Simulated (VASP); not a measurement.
Here is a VASP 6.6.1 calculation.

INCAR

```
SYSTEM = Au
PREC = Accurate ; ENCUT = 520
EDIFF = 1E-6 ; ISMEAR = 0
SIGMA = 0.15 ; LREAL = .FALSE.
LASPH = .TRUE. ; NELM = 60
ALGO = Fast ; ISIF = 2
LWAVE = .FALSE. ; LCHARG = .FALSE.
GGA = PS ; NBANDS = 12
```

The input KPOINTS:

```
Automatic mesh
0
G
  26 26 26
  0 0 0
```

File POSCAR:

```
Au
1.0
   -1.6616002293      1.6616002293      1.5805465595
    1.6616002293     -1.6616002293      1.5805465595
    1.6616002293      1.6616002293     -1.5805465595
Au
1
Direct
    0.0000000000      0.0000000000      0.0000000000
```

Potentials or basis: VASP PAW PBE potentials, release 64 (Au).

Run with:

```console
$ cat potpaw_PBE.64/Au/POTCAR > POTCAR
$ mpirun -np 1 vasp_std > vasp.out
```

(1) What does it give for the pressure?

## Answers

(1) -3.9 GPa.

Caveat: the cell differs from its parent crystal (strain +0.025 along x and y, -0.025 along z); the PAW data sets were made with another functional, which shifts forces and pressure a little.
